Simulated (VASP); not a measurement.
# BP in VASP: single point with PBEsol

Aim: the single point of BP with PBEsol.

Everything below comes from runs of VASP 6.6.1. Logs are shortened: lines on timing, memory, paths and dates and some standing lists are left out, and cuts for length are marked.

## 1. The cell of the first run

The cell holds a slab with vacuum, 20 atoms: a = 3.196 Å, b = 9.040 Å, c = 21.392 Å, α = 90.00°, β = 90.00°, γ = 90.00°.

## 2. Single point, PBEsol

Contents of INCAR:

```
ALGO = Normal ; DIPOL = 0.5 0.5 0.499
EDIFF = 1E-6 ; ENCUT = 520
GGA = PS ; IDIPOL = 3
ISIF = 2 ; ISMEAR = 0
LASPH = True ; LCHARG = False
LDIPOL = True ; LREAL = Auto
LWAVE = False ; NBANDS = 56
NELM = 100 ; PREC = Accurate
SIGMA = 0.05
```

Contents of KPOINTS:

```
k-points
0
Gamma
  8 3 1
```

Contents of POSCAR:

```
BP
1.0
    3.1962448307      0.0000000000      0.0000000000
    0.0000000000      9.0403455764      0.0000000000
    0.0000000000      0.0000000000     21.3924896613
B P
10 10
Direct
    0.5000000000      0.7500000000      0.3505903295
    0.5000000000      0.2500000000      0.3505903295
    0.0000000000      0.5000000000      0.4252951648
    0.0000000000      0.0000000000      0.4252951648
    0.4999858836      0.2471959245      0.4997344032
    0.4999943594      0.7471938470      0.4997341947
    0.0000156136     -0.0005952561      0.5756547366
   -0.0000016281      0.4993963007      0.5756585768
    0.5000345476      0.7198090696      0.6332609005
    0.4999887076      0.2197935695      0.6332623014
    0.0000000000      0.1250000000      0.3505903295
    0.0000000000      0.6250000000      0.3505903295
    0.5000000000      0.8750000000      0.4252951648
    0.5000000000      0.3750000000      0.4252951648
   -0.0000007282      0.6234742460      0.5001597635
   -0.0000077164      0.1234770098      0.5001582353
    0.5000012408      0.3770794998      0.5746556905
    0.5000137379      0.8770873235      0.5746524320
   -0.0000067017      0.1163077163      0.6562999672
    0.0000293899      0.6163201776      0.6562972935
```

Potentials or basis: VASP PAW PBE potentials, release 64 (B, P).

Run with:

```
> cat potpaw_PBE.64/B/POTCAR potpaw_PBE.64/P/POTCAR > POTCAR
> mpirun -np 1 vasp_std > vasp.out
```

OUTCAR:

```text
EDIFF = 1E-6
   ENCUT = 520
   GGA = PS
   ISIF = 2
   ISMEAR = 0
   LASPH = True
   LREAL = Auto
   NELM = 100
   PREC = Accurate

 ion  position               nearest neighbor table
   1  0.500  0.750  0.351-  12 1.96  12 1.96  13 1.96
   2  0.500  0.250  0.351-  11 1.96  11 1.96  14 1.96
   3  0.000  0.500  0.425-  15 1.95  14 1.96  14 1.96  12 1.96
   4  0.000  0.000  0.425-  16 1.95  13 1.96  13 1.96  11 1.96
   5  0.500  0.247  0.500-  16 1.95  16 1.95  14 1.97  17 1.99
   6  0.500  0.747  0.500-  15 1.95  15 1.95  13 1.97  18 1.99
   7  0.000  0.999  0.576-  18 1.94  18 1.94  16 1.97  19 2.02
   8  1.000  0.499  0.576-  17 1.94  17 1.94  15 1.97  20 2.02
   9  0.500  0.720  0.633-  18 1.90  20 1.92  20 1.92
  10  0.500  0.220  0.633-  17 1.90  19 1.92  19 1.92
  11  0.000  0.125  0.351-   2 1.96   2 1.96   4 1.96
  12  0.000  0.625  0.351-   1 1.96   1 1.96   3 1.96
  13  0.500  0.875  0.425-   4 1.96   4 1.96   1 1.96   6 1.97
  14  0.500  0.375  0.425-   3 1.96   3 1.96   2 1.96   5 1.97
  15  1.000  0.623  0.500-   6 1.95   6 1.95   3 1.95   8 1.97
  16  1.000  0.123  0.500-   5 1.95   5 1.95   4 1.95   7 1.97
  17  0.500  0.377  0.575-  10 1.90   8 1.94   8 1.94   5 1.99
  18  0.500  0.877  0.575-   9 1.90   7 1.94   7 1.94   6 1.99
  19  1.000  0.116  0.656-  10 1.92  10 1.92   7 2.02
  20  0.000  0.616  0.656-   9 1.92   9 1.92   8 2.02

  LATTYP: Found a simple orthorhombic cell.
 ALAT       =     3.1962448307
 B/A-ratio  =     2.8284271247
 C/A-ratio  =     6.6930071989

  Lattice vectors:

 A1 = (   3.1962448307,   0.0000000000,   0.0000000000)
 A2 = (   0.0000000000,   9.0403455764,   0.0000000000)
 A3 = (   0.0000000000,   0.0000000000,  21.3924896613)

Analysis of symmetry for initial positions (statically):
=====================================================================
 Subroutine PRICEL returns:
 Original cell was already a primitive cell.

 Routine SETGRP: Setting up the symmetry group for a
 simple orthorhombic supercell.

 Subroutine GETGRP returns: Found  1 space group operations
 (whereof  1 operations were pure point group operations)
 out of a pool of  8 trial point group operations.

The static configuration has the point symmetry C_1 .

Analysis of symmetry for dynamics (positions and initial velocities):
=====================================================================
 Subroutine PRICEL returns:
 Original cell was already a primitive cell.

 Routine SETGRP: Setting up the symmetry group for a
 simple orthorhombic supercell.

 Subroutine GETGRP returns: Found  1 space group operations
 (whereof  1 operations were pure point group operations)
 out of a pool of  8 trial point group operations.

The dynamic configuration has the point symmetry C_1 .

 Subroutine INISYM returns: Found  1 space group operations
 (whereof  1 operations are pure point group operations),
 and found     1 'primitive' translations

----------------------------------------------------------------------------------------

                                     Primitive cell

  volume of cell :     618.1394

  direct lattice vectors                    reciprocal lattice vectors
     3.196244831  0.000000000  0.000000000     0.312867147  0.000000000  0.000000000
     0.000000000  9.040345576  0.000000000     0.000000000  0.110615240  0.000000000
     0.000000000  0.000000000 21.392489661     0.000000000  0.000000000  0.046745377

  length of vectors
     3.196244831  9.040345576 21.392489661     0.312867147  0.110615240  0.046745377

  position of ions in fractional coordinates (direct lattice)
     0.500000000  0.750000000  0.350590330
     0.500000000  0.250000000  0.350590330
     0.000000000  0.500000000  0.425295165
     0.000000000  0.000000000  0.425295165
     0.499985884  0.247195924  0.499734403
     0.499994359  0.747193847  0.499734195
[... 12 lines left out ...]
     0.999993298  0.116307716  0.656299967
     0.000029390  0.616320178  0.656297294

  ion indices of the primitive-cell ions
   primitive index   ion index
                 1           1
                 2           2
                 3           3
                 4           4
                 5           5
                 6           6
[... 12 lines left out ...]
                19          19
                20          20

----------------------------------------------------------------------------------------

 KPOINTS: k-points

Automatic generation of k-mesh.
 Grid dimensions read from file:
 generate k-points for:    8    3    1

 Generating k-lattice:

  Cartesian coordinates                     Fractional coordinates (reciprocal lattice)
     0.039108393  0.000000000  0.000000000     0.125000000  0.000000000  0.000000000
     0.000000000  0.036871747  0.000000000     0.000000000  0.333333333  0.000000000
     0.000000000  0.000000000  0.046745377     0.000000000  0.000000000  1.000000000

  Length of vectors
     0.039108393  0.036871747  0.046745377

  Shift w.r.t. Gamma in fractional coordinates (k-lattice)
     0.000000000  0.000000000  0.000000000

 Subroutine IBZKPT returns following result:
 ===========================================

 Found     13 irreducible k-points:

 Following reciprocal coordinates:
            Coordinates               Weight
  0.000000  0.000000  0.000000      1.000000
  0.125000  0.000000  0.000000      2.000000
  0.250000  0.000000  0.000000      2.000000
  0.375000  0.000000  0.000000      2.000000
  0.500000  0.000000  0.000000      1.000000
  0.000000  0.333333  0.000000      2.000000
  0.125000  0.333333  0.000000      2.000000
  0.125000 -0.333333  0.000000      2.000000
  0.250000  0.333333  0.000000      2.000000
  0.250000 -0.333333  0.000000      2.000000
  0.375000  0.333333  0.000000      2.000000
  0.375000 -0.333333  0.000000      2.000000
  0.500000  0.333333  0.000000      2.000000
   k-points           NKPTS =     13   k-points in BZ     NKDIM =     13   number of bands    NBANDS=     56
   number of dos      NEDOS =    301   number of ions     NIONS =     20
   total plane-waves  NPLWV = 268800
   dimension x,y,z NGX =    24 NGY =   70 NGZ =  160
   dimension x,y,z NGXF=    48 NGYF=  140 NGZF=  320
   ions per type =              10  10
   NGX,Y,Z   is equivalent  to a cutoff of  12.48, 12.87, 12.43 a.u.
   NGXF,Y,Z  is equivalent  to a cutoff of  24.97, 25.75, 24.87 a.u.
 SYSTEM =  unknown system
   PREC   = accura    normal or accurate (medium, high low for compatibility)
   ISTART =      0    job   : 0-new  1-cont  2-samecut
   ICHARG =      2    charge: 1-file 2-atom 10-const
   ISPIN  =      1    spin polarized calculation?
   LNONCOLLINEAR =      F non collinear calculations
   LSORBIT =      F    spin-orbit coupling
   LASPH  =      T    aspherical Exc in radial PAW
   ENCUT  =  520.0 eV  38.22 Ry    6.18 a.u.   5.94 16.81 39.78*2*pi/ulx,y,z
   NELM   =    100;   NELMIN=  2; NELMDL= -5     # of ELM steps
   EDIFF  = 0.1E-05   stopping-criterion for ELM
   LREAL  =      T    real-space projection
   EDIFFG = 0.1E-04   stopping-criterion for IOM
   NSW    =      0    number of steps for IOM
   IBRION =     -1    ionic relax: 0-MD 1-quasi-New 2-CG
   NFREE  =      0    steps in history (QN), initial steepest desc. (CG)
   ISIF   =      2    stress and relaxation
   ISYM   =      2    0-nonsym 1-usesym 2-fastsym
   POTIM  = 0.5000    time-step for ionic-motion
   TEBEG  =    0.0;   TEEND  =   0.0 temperature during run
   PSTRESS=    0.0 pullay stress
   NELECT =      80.0000    total number of electrons
   NUPDOWN=      -1.0000    fix difference up-down
   EMIN   =  10.00;   EMAX   =-10.00  energy-range for DOS
   EFERMI =   0.00;   METHOD = LEGACY
   ISMEAR =     0;   SIGMA  =   0.05  broadening in eV -4-tet -1-fermi 0-gaus
   EFERMI_NEDOS =   21; number of points for ismear=-14 and -15
   IALGO  =     38    algorithm
   IMIX   =      4    mixing-type and parameters
     AMIX     =   0.40;   BMIX     =  1.00
     AMIX_MAG =   1.60;   BMIX_MAG =  1.00
  volume/ion in A,a.u.               =      30.91       208.57
  Fermi-wavevector in a.u.,A,eV,Ry     =   0.828087  1.564858  9.329899  0.685728
  Thomas-Fermi vector in A             =   1.940403
   LORBIT       =      0    0 simple, 1 ext, 2 COOP (PROOUT), +10 PAW based schemes
   GGA     = PS    functional components
   LHFCALC =     F    Hartree Fock is set to
   AEXX    =    0.0000 exact exchange contribution
   IVDW    =     0    specifies the selected vdW correction
   LEPSILON=     F    determine dielectric tensor
   LRPA    =     F    only Hartree local field effects (RPA)
 non-spin polarized calculation
 Gauss-broadening in eV      SIGMA  =   0.05
  energy-cutoff  :      520.00
  volume of cell :      618.14
 maximum number of plane-waves:     16692
 NGX is ok and might be reduce to    24
   NGX = 11   NGY = 33   NGZ = 79

 dipolmoment           0.000000      0.000000      0.005578 electrons x Angstroem

 number of electron      79.9999987 magnetization

 dipolmoment           0.000000      0.000000     -0.002887 electrons x Angstroem

 Free energy of the ion-electron system (eV)
  ---------------------------------------------------
  ext. energy  EPLUGINS =         0.00000000
  ---------------------------------------------------
  free energy    TOTEN  =      -127.30863813 eV

  energy without entropy =     -127.30614901  energy(sigma->0) =     -127.30739357

 E-fermi :  -0.5427     XC(G=0):  -4.9821

 val. band max:       -0.5624152511   @ k =   0.0000   0.0000   0.0000
 cond. band min:      -0.5046811049   @ k =   0.5000   0.0000   0.0000
 fundamental gap:      0.0577341462
 Fermi energy:        -0.5426940556

 k-point     1 :       0.0000    0.0000    0.0000
  band No.  band energies     occupation
      1     -15.7411      2.00000
      2     -14.4623      2.00000
      3     -14.3016      2.00000
      4     -14.2471      2.00000
      5     -13.3236      2.00000
      6     -12.9988      2.00000
[... 44 lines left out ...]
     51       3.3993      0.00000
     52       3.4333      0.00000
[... 658 lines left out ...]
     51       3.1545      0.00000
     52       3.4627      0.00000
 [bands above 52 left out]

------------------------ aborting loop because EDIFF is reached ----------------------------------------

 vacuum level on the upper side and lower side of the slab       (xc-potential included)        -0.131        -0.101

  FORCE on cell =-STRESS in cart. coord.  units (eV):
  Direction    XX          YY          ZZ          XY          YZ          ZX
  --------------------------------------------------------------------------------------
  -------------------------------------------------------------------------------------
  Total       -5.0991342     -1.7783455     -2.4238863      0.0005524      1.9342732     -0.0007074
  in kB      -13.2166267     -4.6093567     -6.2825567      0.0014317      5.0135114     -0.0018335
  external PRESSURE =      -8.0361801 kB  Pullay stress =       0.0000000 kB

 VOLUME and BASIS-vectors are now :
 -----------------------------------------------------------------------------
  energy-cutoff  :      520.00
  volume of cell :      618.14
      direct lattice vectors                 reciprocal lattice vectors
     3.196244831  0.000000000  0.000000000     0.312867147  0.000000000  0.000000000
     0.000000000  9.040345576  0.000000000     0.000000000  0.110615240  0.000000000
     0.000000000  0.000000000 21.392489661     0.000000000  0.000000000  0.046745377

 POSITION                                       TOTAL-FORCE (eV/Angst)
 -----------------------------------------------------------------------------------
      1.59812      6.78026      7.50000        -0.000020     -1.690473      2.332777
      1.59812      2.26009      7.50000        -0.000011     -1.690475      2.332817
      0.00000      4.52017      9.09812         0.000003     -0.086793      0.498836
      0.00000      0.00000      9.09812        -0.000046     -0.086821      0.498738
      1.59808      2.23474     10.69056         0.000427     -0.001100     -0.000787
      1.59810      6.75489     10.69056         0.000349     -0.001090     -0.000630
[... 12 lines left out ...]
      3.19622      1.05146     14.03989        -0.000098     -0.002196      0.013233
      0.00009      5.57175     14.03983         0.000324     -0.002104      0.013370
 -----------------------------------------------------------------------------------
    total drift:                                0.000190     -0.009156     -0.001587

  FREE ENERGIE OF THE ION-ELECTRON SYSTEM (eV)
  ---------------------------------------------------
  free  energy   TOTEN  =      -127.3086381310 eV

  energy  without entropy=     -127.3061490083  energy(sigma->0) =     -127.30739357

 vacuum level on the upper side and lower side of the slab         4.712         4.755
```

Wall time 14 min (1 thread of Intel Xeon Platinum 8375C at 2.90GHz (Ice Lake), shared host); peak memory 0.69 GiB.

What came out:

| Quantity | Value |
| --- | --- |
| Free energy | -127.3086 eV |
| Largest force | 2.881 eV/Å |
| Band gap on the k mesh | 0.06 eV |

Forces in eV/Å, atoms in the order of the input:
```
B    0.000 -1.690  2.333
B    0.000 -1.690  2.333
B    0.000 -0.087  0.499
B    0.000 -0.087  0.499
B    0.000 -0.001 -0.001
B    0.000 -0.001 -0.001
B    0.000  0.010  0.001
B    0.000  0.010  0.000
B    0.000 -0.008  0.001
B    0.000 -0.007  0.001
P    0.000  1.084 -1.558
P    0.000  1.084 -1.558
P    0.000  0.695 -1.289
P    0.000  0.695 -1.289
P    0.000 -0.002  0.001
P    0.000 -0.002  0.001
P    0.000  0.001  0.001
P    0.000  0.001  0.001
P    0.000 -0.002  0.013
P    0.000 -0.002  0.013
```

Levels at points of the mesh, in eV from the valence-band top:
```tsv
k point	band 36	band 37	band 38	band 39	band 40	band 41	band 42	band 43	band 44	band 45
(0.00, 0.00, 0.00)	-0.92	-0.72	-0.32	-0.17	0.00	0.35	1.15	1.25	1.73	2.13
(0.50, 0.00, 0.00)	-2.29	-1.41	-1.02	-0.57	-0.15	0.06	0.30	0.33	1.29	1.82
```

Caveat: semilocal functionals underestimate gaps, and a narrow one can read as zero; the PAW data sets were made with another functional, which shifts forces and pressure a little.
